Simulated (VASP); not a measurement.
The system is Sb.

```
Sb
1.0
     0.00000    3.40000    3.40000
     3.40000    0.00000    3.40000
     3.40000    3.40000    0.00000
Sb
2
Direct
  0.00000 0.00000 0.00000
  0.25000 0.25000 0.25000
```

* Program: VASP 6.6.1
* Task: relaxation of cell and atoms
* Functional: r2SCAN
* Potentials or basis: VASP PAW PBE potentials, release 64 (Sb)
* Cutoff: 600 eV
* k mesh: 5 × 5 × 5
* Occupations: gaussian, width 0.05 eV
* Spin: no spin polarisation

At the start: pressure 2.3 GPa; volume 39.30 Å³/atom.

**Question.** How do energy, volume and symmetry change on relaxing?

**Answer.** Over 3 steps the energy falls by 15.4 meV/atom and the volume is 41.57 Å³/atom (+5.8 %); space group Fd-3m (No. 227, to 0.05 Å).

The path:
| step | energy change (eV) | largest force (eV/Å) | pressure (GPa) | volume (Å³) |
| --- | --- | --- | --- | --- |
| 1 | 0.0000 | 0.0000 | 2.29 | 78.61 |
| 2 | -0.0256 | 0.0000 | -0.82 | 85.17 |
| 3 | -0.0309 | 0.0000 | 0.01 | 83.15 |

Final structure:
```cif
data_structure
_symmetry_space_group_name_H-M 'P 1'
_symmetry_Int_Tables_number 1
_cell_length_a 4.8992
_cell_length_b 4.8992
_cell_length_c 4.8992
_cell_angle_alpha 60.000
_cell_angle_beta 60.000
_cell_angle_gamma 60.000
_cell_volume 83.15
loop_
_atom_site_label
_atom_site_type_symbol
_atom_site_fract_x
_atom_site_fract_y
_atom_site_fract_z
_atom_site_occupancy
Sb1 Sb 0.00000 0.00000 0.00000 1
Sb2 Sb 0.25000 0.25000 0.25000 1
```

Caveat: the PAW data sets were made with another functional, which shifts forces and pressure a little.
